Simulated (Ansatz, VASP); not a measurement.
# One calculation of CdTe, two programs

Contents of INCAR:

```
SYSTEM = CdTe
PREC = Accurate
ENCUT = 520
EDIFF = 1E-6
ISMEAR = 0
SIGMA = 0.1
LREAL = .FALSE.
LASPH = .TRUE.
NELM = 100
ALGO = Normal
ISIF = 2
LWAVE = .FALSE.
LCHARG = .TRUE.
GGA = PE
LELF = .TRUE.
LVHAR = .TRUE.
NBANDS = 16
```

The input KPOINTS:

```
Automatic mesh
0
G
  4 4 4
  0 0 0
```

Contents of POSCAR:

```
CdTe
1.0
    3.9625164800      0.0000000000      0.0000000000
    0.0000000000      3.9625164800      0.0000000000
    0.0000000000      0.0000000000      3.9625164800
Cd Te
1 1
Direct
    0.0000000000      0.0000000000      0.0000000000
    0.5000000000      0.5000000000      0.5000000000
```

Input for Ansatz:

```yaml
crystal:
  lattice:
    - [3.96251648, 0.0, 0.0]
    - [0.0, 3.96251648, 0.0]
    - [0.0, 0.0, 3.96251648]
  atoms:
    - { symbol: Cd, position: [0.0, 0.0, 0.0] }
    - { symbol: Te, position: [0.5, 0.5, 0.5] }
basis:
  ecutwfc: 420
kpoints:
  mp_grid: { grid: [4, 4, 4] }
hamiltonian:
  xc: pbe
scf:
  occupations: { method: gaussian, width: 0.1 }
  lower_state_search: "off"
output:
  forces: true
  stress: true
  eigenvalues: true
```

Alike in both runs: task single point; functional PBE; k mesh 4 × 4 × 4; occupations gaussian, width 0.1 eV; no spin polarisation.

```csv
,VASP,Ansatz
version,VASP 6.6.1,Ansatz 0.2.0
potentials or method,"VASP PAW PBE potentials, release 64 (Cd, Te), cutoff 520 eV","scalar-relativistic, plane waves, PAW"
valence electrons in the cell,18,36
```

|  | VASP | Ansatz | Ansatz less VASP |
| --- | --- | --- | --- |
| gap on the k mesh at the Fermi level (eV) | none | none | - |
| pressure (GPa) | -3.7 | -3.8 | -0.07 |

A gap of «none» marks a metal or a gap that the smearing closes. The functional is the same, so the differences come from potentials, cutoffs and numerics. VASP's potentials hold 18 valence electrons a cell and Ansatz's 36, so a difference there can come from the potentials and not from the codes.

The k mesh is coarse, so the values compare programs but aren't converged. Neither program's run includes spin-orbit coupling.
